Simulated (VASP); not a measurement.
# WS2: single point with PBEsol

Crystal: WS2.

```
CELL_PARAMETERS angstrom
3.22800 0.00000 0.00000
-1.61400 2.79553 0.00000
0.00000 0.00000 13.02661
ATOMIC_POSITIONS crystal
W 0.33333 0.66667 0.25000
W 0.66667 0.33333 0.75000
S 0.33333 0.66667 0.64624
S 0.66667 0.33333 0.14624
S 0.33333 0.66667 0.85376
S 0.66667 0.33333 0.35376
```

```json
{
  "Program": "VASP 6.6.1",
  "Task": "single point",
  "Functional": "PBEsol",
  "Potentials or basis": "VASP PAW PBE potentials, release 64 (W_sv, S)",
  "Cutoff": "520 eV",
  "k mesh": "12 × 12 × 2",
  "Occupations": "gaussian, width 0.05 eV",
  "Spin": "no spin polarisation",
  "Dipole correction": "no",
  "Further INCAR settings": "ALGO = Normal; EDIFF = 1e-06; NBANDS = 35"
}
```

The pressure is 17.1 GPa and the largest force is 4.653 eV/Å. The band gap on the k mesh is zero (band 26 reaches 6.82 eV, above the bottom of band 27 at 6.21 eV).

Forces in eV/Å, atoms in the order of the input:
```
W    0.000  0.000  0.000
W    0.000  0.000  0.000
S    0.000  0.000 -4.653
S    0.000  0.000 -4.653
S    0.000  0.000  4.653
S    0.000  0.000  4.653
```

Stress tensor (GPa, compression positive):
```
 8.74  0.00  0.00
 0.00  8.74  0.00
 0.00  0.00 33.74
```

Levels at points of the mesh, in eV from the Fermi level:
| k point | band 24 | band 25 | band 26 | band 27 | band 28 | band 29 |
| --- | --- | --- | --- | --- | --- | --- |
| (0.00, 0.00, 0.00) | -1.58 | -0.40 | 0.32 | 1.82 | 1.82 | 1.83 |
| (0.50, 0.00, 0.00) | -2.29 | -2.02 | -1.93 | 1.32 | 1.33 | 1.64 |
| (0.00, 0.00, 0.50) | -2.26 | 0.06 | 0.06 | 1.82 | 1.82 | 1.82 |
| (0.50, 0.00, 0.50) | -2.31 | -1.97 | -1.97 | 1.32 | 1.32 | 1.64 |

Wall time 3 min on 1 thread of Intel Xeon 8259CL (shared host), peak memory 0.3 GiB.

Caveat: the PAW data sets were made with another functional, which shifts forces and pressure a little; spin-orbit coupling is left out, which moves the levels of the heavy elements; this functional lacks dispersion, which binds the layers, so the pressure and a relaxed spacing across them are unreliable.
